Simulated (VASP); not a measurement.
# BaTlI3 in VASP: notebook

Aim: see how the results for BaTlI3 move with the level of theory and the settings. Levels: PBE, HSE06. Tasks: single point.

Program: VASP 6.6.1. These are calculated values, not measurements. Logs are shortened: lines on timing, memory, paths and dates and some standing lists are left out, and cuts for length are marked.

## (1) The cell of the first run

Symmetry: Pm-3m, No. 221, cubic system. Conventional cell: a = 6.676 Å, b = 6.676 Å, c = 6.676 Å, α = 90.00°, β = 90.00°, γ = 90.00°. Within 4.4 Å of Ba (site symmetry m-3m) lie 6 I at 3.34 Å. I (site symmetry 4/mmm) has 2 Ba at 3.34 Å within 4.4 Å.

## (2) Single point, PBE

File INCAR:

```
SYSTEM = BaTlI3
PREC     = Accurate       ! precision mode
ENCUT    = 520            ! plane-wave cutoff, eV
EDIFF    = 1E-6           ! SCF threshold, eV
ISMEAR   = -1             ! smearing method
SIGMA    = 0.02           ! smearing width, eV
LREAL    = .FALSE.        ! projectors in reciprocal space
LASPH    = .TRUE.         ! aspherical terms in the spheres
NELM     = 100            ! most SCF steps
ALGO     = Normal         ! electronic algorithm
ISIF     = 2              ! what is computed and relaxed
LWAVE    = .FALSE.        ! write WAVECAR
LCHARG   = .TRUE.         ! write CHGCAR
GGA      = PE             ! functional
LELF     = .TRUE.         ! ELF
LVHAR    = .TRUE.       
NBANDS   = 30             ! bands
```

File KPOINTS:

```
regular mesh
0
G
  4 4 4
  0 0 0
```

File POSCAR:

```
BaTlI3
1.0
    6.6757441459      0.0000000000      0.0000000000
    0.0000000000      6.6757441459      0.0000000000
    0.0000000000      0.0000000000      6.6757441459
Tl Ba I
1 1 3
Direct
    0.0000000000      0.0000000000      0.0000000000
    0.5000000000      0.5000000000      0.5000000000
    0.5000000000      0.5000000000      0.0000000000
    0.5000000000      0.0000000000      0.5000000000
    0.0000000000      0.5000000000      0.5000000000
```

Potentials or basis: VASP PAW PBE potentials, release 64 (Tl_d, Ba_sv, I).

Run with:

```sh
> cat potpaw_PBE.64/Tl_d/POTCAR potpaw_PBE.64/Ba_sv/POTCAR potpaw_PBE.64/I/POTCAR > POTCAR
> mpirun -np 1 vasp_std > vasp.out
```

OUTCAR:

```text
SYSTEM = BaTlI3
   PREC = Accurate
   ENCUT = 520
   EDIFF = 1E-6
   ISMEAR = -1
   LREAL = .FALSE.
   LASPH = .TRUE.
   NELM = 100
   ISIF = 2
   GGA = PE

 ion  position               nearest neighbor table
   1  0.000  0.000  0.000-
   2  0.500  0.500  0.500-   3 3.34   4 3.34   5 3.34   3 3.34   4 3.34   5 3.34
   3  0.500  0.500  0.000-   2 3.34   2 3.34
   4  0.500  0.000  0.500-   2 3.34   2 3.34
   5  0.000  0.500  0.500-   2 3.34   2 3.34

  LATTYP: Found a simple cubic cell.
 ALAT       =     6.6757441459

  Lattice vectors:

 A1 = (   6.6757441459,   0.0000000000,   0.0000000000)
 A2 = (   0.0000000000,   6.6757441459,   0.0000000000)
 A3 = (   0.0000000000,   0.0000000000,   6.6757441459)

Analysis of symmetry for initial positions (statically):
=====================================================================
 Subroutine PRICEL returns:
 Original cell was already a primitive cell.

 Routine SETGRP: Setting up the symmetry group for a
 simple cubic supercell.

 Subroutine GETGRP returns: Found 48 space group operations
[... 9 lines left out ...]

 Routine SETGRP: Setting up the symmetry group for a
 simple cubic supercell.

 Subroutine GETGRP returns: Found 48 space group operations
[... 11 lines left out ...]
                                     Primitive cell

  volume of cell :     297.5083

  direct lattice vectors                    reciprocal lattice vectors
     6.675744146  0.000000000  0.000000000     0.149796034  0.000000000  0.000000000
     0.000000000  6.675744146  0.000000000     0.000000000  0.149796034  0.000000000
     0.000000000  0.000000000  6.675744146     0.000000000  0.000000000  0.149796034

  length of vectors
     6.675744146  6.675744146  6.675744146     0.149796034  0.149796034  0.149796034

  position of ions in fractional coordinates (direct lattice)
     0.000000000  0.000000000  0.000000000
     0.500000000  0.500000000  0.500000000
     0.500000000  0.500000000  0.000000000
     0.500000000  0.000000000  0.500000000
     0.000000000  0.500000000  0.500000000

  ion indices of the primitive-cell ions
   primitive index   ion index
                 1           1
                 2           2
[... 51 lines left out ...]
   PREC   = accura    normal or accurate (medium, high low for compatibility)
   ISTART =      0    job   : 0-new  1-cont  2-samecut
   ICHARG =      2    charge: 1-file 2-atom 10-const
   ISPIN  =      1    spin polarized calculation?
   LNONCOLLINEAR =      F non collinear calculations
   LSORBIT =      F    spin-orbit coupling
   LASPH  =      T    aspherical Exc in radial PAW
   ENCUT  =  520.0 eV  38.22 Ry    6.18 a.u.  12.41 12.41 12.41*2*pi/ulx,y,z
   NELM   =    100;   NELMIN=  2; NELMDL= -5     # of ELM steps
   EDIFF  = 0.1E-05   stopping-criterion for ELM
   LREAL  =      F    real-space projection
   EDIFFG = 0.1E-04   stopping-criterion for IOM
   NSW    =      0    number of steps for IOM
   IBRION =     -1    ionic relax: 0-MD 1-quasi-New 2-CG
   NFREE  =      0    steps in history (QN), initial steepest desc. (CG)
   ISIF   =      2    stress and relaxation
   ISYM   =      2    0-nonsym 1-usesym 2-fastsym
   POTIM  = 0.5000    time-step for ionic-motion
   TEBEG  =    0.0;   TEEND  =   0.0 temperature during run
   PSTRESS=    0.0 pullay stress
   NELECT =      44.0000    total number of electrons
   NUPDOWN=      -1.0000    fix difference up-down
   EMIN   =  10.00;   EMAX   =-10.00  energy-range for DOS
   EFERMI =   0.00;   METHOD = LEGACY
   ISMEAR =    -1;   SIGMA  =   0.02  broadening in eV -4-tet -1-fermi 0-gaus
   EFERMI_NEDOS =   21; number of points for ismear=-14 and -15
   IALGO  =     38    algorithm
   IMIX   =      4    mixing-type and parameters
     AMIX     =   0.40;   BMIX     =  1.00
     AMIX_MAG =   1.60;   BMIX_MAG =  1.00
  volume/ion in A,a.u.               =      59.50       401.54
  Fermi-wavevector in a.u.,A,eV,Ry     =   0.865750  1.636031 10.197890  0.749524
  Thomas-Fermi vector in A             =   1.984039
   LORBIT       =      0    0 simple, 1 ext, 2 COOP (PROOUT), +10 PAW based schemes
   GGA     = PE    functional components
   LHFCALC =     F    Hartree Fock is set to
   AEXX    =    0.0000 exact exchange contribution
   IVDW    =     0    specifies the selected vdW correction
   LEPSILON=     F    determine dielectric tensor
   LRPA    =     F    only Hartree local field effects (RPA)
 non-spin polarized calculation
  energy-cutoff  :      520.00
  volume of cell :      297.51
 maximum number of plane-waves:      8121
 NGX is ok and might be reduce to    50
   NGX = 25   NGY = 25   NGZ = 25

 number of electron      44.0000014 magnetization

 Free energy of the ion-electron system (eV)
  ---------------------------------------------------
  ext. energy  EPLUGINS =         0.00000000
  ---------------------------------------------------
  free energy    TOTEN  =       -14.44570306 eV

  energy without entropy =      -14.44570306  energy(sigma->0) =      -14.44570306

 E-fermi :   0.2434     XC(G=0):  -6.6504

 val. band max:       -0.2359883630   @ k =   0.5000   0.5000   0.5000
 cond. band min:       2.1848762626   @ k =   0.5000   0.0000   0.0000
 fundamental gap:      2.4208646257
 Fermi energy:         0.2433994579

 k-point     1 :       0.0000    0.0000    0.0000
  band No.  band energies     occupation
      1     -26.4130      2.00000
      2     -11.7292      2.00000
      3     -11.7292      2.00000
      4     -11.7292      2.00000
      5     -11.6229      2.00000
      6     -11.6229      2.00000
[... 319 lines left out ...]
     29       5.7697      0.00000
     30       5.7697      0.00000

------------------------ aborting loop because EDIFF is reached ----------------------------------------

  FORCE on cell =-STRESS in cart. coord.  units (eV):
  Direction    XX          YY          ZZ          XY          YZ          ZX
  --------------------------------------------------------------------------------------
  -------------------------------------------------------------------------------------
  Total        0.6572358      0.6572358      0.6572358      0.0000000      0.0000000     -0.0000000
  in kB        3.5394250      3.5394250      3.5394250      0.0000000      0.0000000     -0.0000000
  external PRESSURE =       3.5394250 kB  Pullay stress =       0.0000000 kB

 VOLUME and BASIS-vectors are now :
 -----------------------------------------------------------------------------
  energy-cutoff  :      520.00
  volume of cell :      297.51
      direct lattice vectors                 reciprocal lattice vectors
     6.675744146  0.000000000  0.000000000     0.149796034  0.000000000  0.000000000
     0.000000000  6.675744146  0.000000000     0.000000000  0.149796034  0.000000000
     0.000000000  0.000000000  6.675744146     0.000000000  0.000000000  0.149796034

 POSITION                                       TOTAL-FORCE (eV/Angst)
 -----------------------------------------------------------------------------------
      0.00000      0.00000      0.00000         0.000000      0.000000      0.000000
      3.33787      3.33787      3.33787         0.000000      0.000000      0.000000
      3.33787      3.33787      0.00000         0.000000      0.000000      0.000000
      3.33787      0.00000      3.33787         0.000000      0.000000      0.000000
      0.00000      3.33787      3.33787         0.000000      0.000000      0.000000
 -----------------------------------------------------------------------------------
    total drift:                                0.000000     -0.000000      0.000000

  FREE ENERGIE OF THE ION-ELECTRON SYSTEM (eV)
  ---------------------------------------------------
  free  energy   TOTEN  =       -14.4457030563 eV

  energy  without entropy=      -14.4457030563  energy(sigma->0) =      -14.44570306
```

OSZICAR:

```text
N       E                     dE             d eps       ncg     rms          rms(c)
DAV:   1     0.289246750798E+03    0.28925E+03   -0.17176E+04   600   0.116E+03
DAV:   2     0.842041875845E+01   -0.28083E+03   -0.27340E+03   878   0.223E+02
DAV:   3    -0.149468555090E+02   -0.23367E+02   -0.23290E+02   746   0.643E+01
DAV:   4    -0.155991930360E+02   -0.65234E+00   -0.65135E+00   864   0.108E+01
DAV:   5    -0.156093243677E+02   -0.10131E-01   -0.10130E-01   808   0.130E+00    0.451E+00
DAV:   6    -0.149035631944E+02    0.70576E+00   -0.59795E-01   644   0.254E+00    0.307E+00
DAV:   7    -0.144738402227E+02    0.42972E+00   -0.11333E+00   666   0.317E+00    0.111E+00
DAV:   8    -0.144469694651E+02    0.26871E-01   -0.10020E-01   700   0.144E+00    0.287E-01
DAV:   9    -0.144443287935E+02    0.26407E-02   -0.23779E-02   706   0.552E-01    0.266E-01
DAV:  10    -0.144453553208E+02   -0.10265E-02   -0.14587E-03   728   0.160E-01    0.833E-02
DAV:  11    -0.144456491121E+02   -0.29379E-03   -0.11799E-03   708   0.144E-01    0.332E-02
DAV:  12    -0.144456904634E+02   -0.41351E-04   -0.69540E-05   718   0.342E-02    0.108E-02
DAV:  13    -0.144457021352E+02   -0.11672E-04   -0.13304E-05   708   0.169E-02    0.258E-03
DAV:  14    -0.144457030563E+02   -0.92115E-06   -0.11345E-06   586   0.431E-03
   1 F= -.14445703E+02 E0= -.14445703E+02  d E =-.676376E-11
```

Run time: 2.6 min. Hardware: 1 thread of AMD EPYC 7R43 (Zen 3), shared host; peak memory 0.35 GiB.

Results:

```
Free energy            : -14.4457 eV
Pressure               : 0.4 GPa
Band gap on the k mesh : 2.42 eV, indirect (least direct gap 2.65 eV)
```

Caveat: spin-orbit coupling is left out, which moves the levels of the heavy elements. A hybrid or GW would open this gap; PBE tends to underestimate it.

## (3) Single point, HSE06

POSCAR is that of step 2.

File INCAR.step1:

```
SYSTEM = BaTlI3
ALGO = Normal
EDIFF = 1E-5
ENCUT = 520
GGA = PE
ISIF = 2
ISMEAR = 0
LASPH = .TRUE.
LREAL = .FALSE.
LWAVE = .TRUE.
NBANDS = 30
NELM = 100
PREC = Accurate
SIGMA = 0.01
```

File INCAR.step2:

```
SYSTEM = BaTlI3
ALGO = Normal
EDIFF = 1E-6
ENCUT = 520
GGA = PE
HFSCREEN = 0.2079
ISIF = 2
ISMEAR = 0
ISTART = 1
LASPH = .TRUE.
LCHARG = .TRUE.
LELF = .TRUE.
LHFCALC = .TRUE.
LREAL = .FALSE.
LVHAR = .TRUE.
LWAVE = .FALSE.
NBANDS = 30
NELM = 100
PREC = Accurate
PRECFOCK = Fast
SIGMA = 0.01
```

File KPOINTS:

```
k-points
0
G
  2 2 2
  0 0 0
```

Potentials or basis: VASP PAW PBE potentials, release 64 (Tl_d, Ba_sv, I).

Run with:

```sh
> cat potpaw_PBE.64/Tl_d/POTCAR potpaw_PBE.64/Ba_sv/POTCAR potpaw_PBE.64/I/POTCAR > POTCAR
> cp INCAR.step1 INCAR
> mpirun -np 1 vasp_std > vasp.out
> cp INCAR.step2 INCAR
> mpirun -np 1 vasp_std > vasp.out
```

OUTCAR:

```text
SYSTEM = BaTlI3
   EDIFF = 1E-6
   ENCUT = 520
   GGA = PE
   HFSCREEN = 0.2079
   ISIF = 2
   ISMEAR = 0
   ISTART = 1
   LASPH = .TRUE.
   LHFCALC = .TRUE.
   LREAL = .FALSE.
   NELM = 100
   PREC = Accurate
   PRECFOCK = Fast

 ion  position               nearest neighbor table
   1  0.000  0.000  0.000-
   2  0.500  0.500  0.500-   3 3.34   4 3.34   5 3.34   3 3.34   4 3.34   5 3.34
   3  0.500  0.500  0.000-   2 3.34   2 3.34
[... 322 lines left out ...]
  Direction    XX          YY          ZZ          XY          YZ          ZX
  --------------------------------------------------------------------------------------
  -------------------------------------------------------------------------------------
  Total        0.8250170      0.8250170      0.8250170     -0.0000000      0.0000000     -0.0000000
  in kB        4.4429808      4.4429808      4.4429808     -0.0000000      0.0000000     -0.0000000
  external PRESSURE =       4.4429808 kB  Pullay stress =       0.0000000 kB

 VOLUME and BASIS-vectors are now :
 -----------------------------------------------------------------------------
  energy-cutoff  :      520.00
  volume of cell :      297.51
      direct lattice vectors                 reciprocal lattice vectors
     6.675744146  0.000000000  0.000000000     0.149796034  0.000000000  0.000000000
     0.000000000  6.675744146  0.000000000     0.000000000  0.149796034  0.000000000
     0.000000000  0.000000000  6.675744146     0.000000000  0.000000000  0.149796034

 POSITION                                       TOTAL-FORCE (eV/Angst)
 -----------------------------------------------------------------------------------
      0.00000      0.00000      0.00000         0.000000      0.000000      0.000000
      3.33787      3.33787      3.33787         0.000000      0.000000      0.000000
      3.33787      3.33787      0.00000         0.000000      0.000000      0.000000
      3.33787      0.00000      3.33787         0.000000      0.000000      0.000000
      0.00000      3.33787      3.33787         0.000000      0.000000      0.000000
 -----------------------------------------------------------------------------------
    total drift:                                0.000001     -0.000000     -0.000002

  FREE ENERGIE OF THE ION-ELECTRON SYSTEM (eV)
  ---------------------------------------------------
  free  energy   TOTEN  =       -16.8153096394 eV

  energy  without entropy=      -16.8153096394  energy(sigma->0) =      -16.81530964
```

OSZICAR.step1:

```text
N       E                     dE             d eps       ncg     rms          rms(c)
DAV:   1     0.296387401051E+03    0.29639E+03   -0.17112E+04   240   0.116E+03
DAV:   2     0.117112693309E+02   -0.28468E+03   -0.27774E+03   334   0.226E+02
DAV:   3    -0.146170731564E+02   -0.26328E+02   -0.26220E+02   312   0.687E+01
DAV:   4    -0.154567837192E+02   -0.83971E+00   -0.83796E+00   320   0.119E+01
DAV:   5    -0.154779361212E+02   -0.21152E-01   -0.21147E-01   316   0.174E+00    0.445E+00
DAV:   6    -0.147608251119E+02    0.71711E+00   -0.66068E-01   258   0.262E+00    0.306E+00
DAV:   7    -0.143398818194E+02    0.42094E+00   -0.10567E+00   276   0.308E+00    0.115E+00
DAV:   8    -0.143094043342E+02    0.30477E-01   -0.93780E-02   258   0.137E+00    0.299E-01
DAV:   9    -0.143072981151E+02    0.21062E-02   -0.20184E-02   284   0.506E-01    0.259E-01
DAV:  10    -0.143081813972E+02   -0.88328E-03   -0.11144E-03   290   0.142E-01    0.831E-02
DAV:  11    -0.143084389057E+02   -0.25751E-03   -0.97227E-04   282   0.128E-01    0.281E-02
DAV:  12    -0.143084705813E+02   -0.31676E-04   -0.55757E-05   264   0.316E-02    0.127E-02
DAV:  13    -0.143084787613E+02   -0.81800E-05   -0.93079E-06   226   0.137E-02
   1 F= -.14308479E+02 E0= -.14308479E+02  d E =-.291895E-57
```

Wall time 12 min (1 thread of AMD EPYC 7R43 (Zen 3), shared host); peak memory 0.44 GiB.

What came out:

```
Free energy            : -16.8153 eV
Pressure               : 0.4 GPa
Band gap on the k mesh : 3.34 eV, indirect (least direct gap 3.60 eV)
```

Caveat: the k points lie up to 0.47 Å⁻¹ apart; the PAW data sets were made with another functional, which shifts forces and pressure a little; spin-orbit coupling is left out, which moves the levels of the heavy elements. A k mesh can miss the band edges.

[end of part 1 of 2]
